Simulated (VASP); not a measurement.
A run of VASP 6.6.1 is set up as follows.

Contents of POSCAR:

```
Rb
1.0
   -2.8302493294      2.8302493294      2.8302493294
    2.8302493294     -2.8302493294      2.8302493294
    2.8302493294      2.8302493294     -2.8302493294
Rb
1
Direct
    0.0000000000      0.0000000000      0.0000000000
```

File INCAR.step1:

```
GGA = PS
ISMEAR = -1
SIGMA = 0.03
LWAVE = False
LCHARG = False
NSW = 80
PREC = Accurate
LASPH = True
LREAL = False
ALGO = Normal
EDIFF = 1E-6
NELM = 120
GGA_COMPAT = False
IBRION = 2
ISIF = 3
EDIFFG = -0.005
NELMIN = 4
ENCUT = 330
POTIM = 0.5
```

File INCAR.step3:

```
GGA = PS
ISMEAR = -1
SIGMA = 0.03
LWAVE = False
LCHARG = False
PREC = Accurate
LASPH = True
LREAL = False
ALGO = Normal
EDIFF = 1E-6
NELM = 120
GGA_COMPAT = False
ISIF = 2
ENCUT = 330
```

KPOINTS

```
Automatic mesh
0
Gamma
  8 8 8
  0 0 0
```

Potentials or basis: VASP PAW PBE potentials, release 64 (Rb_sv).

Command:

```sh
$ cat potpaw_PBE.64/Rb_sv/POTCAR > POTCAR
$ cp INCAR.step1 INCAR
$ cp POSCAR.step1 POSCAR
$ mpirun -np 1 vasp_std > vasp.out
$ cp CONTCAR POSCAR
$ mpirun -np 1 vasp_std > vasp.out
$ cp CONTCAR POSCAR
$ cp INCAR.step3 INCAR
$ mpirun -np 1 vasp_std > vasp.out
```

(1) What does it give for the space group after relaxing (to 0.1 Å)?

(2) Estimate the relaxed cell.

(3) What does it give for the relaxed volume?

(4) Predict the band gap on the k mesh.

Answers

(1) Im-3m (No. 229).

(2) a = 4.827 Å, b = 4.827 Å, c = 4.827 Å, α = 109.47°, β = 109.47°, γ = 109.47°.

(3) 86.60 Å³/atom.

(4) zero (an odd number of electrons rules out a gap without spin polarisation).

Caveat: the PAW data sets were made with another functional, which shifts forces and pressure a little.
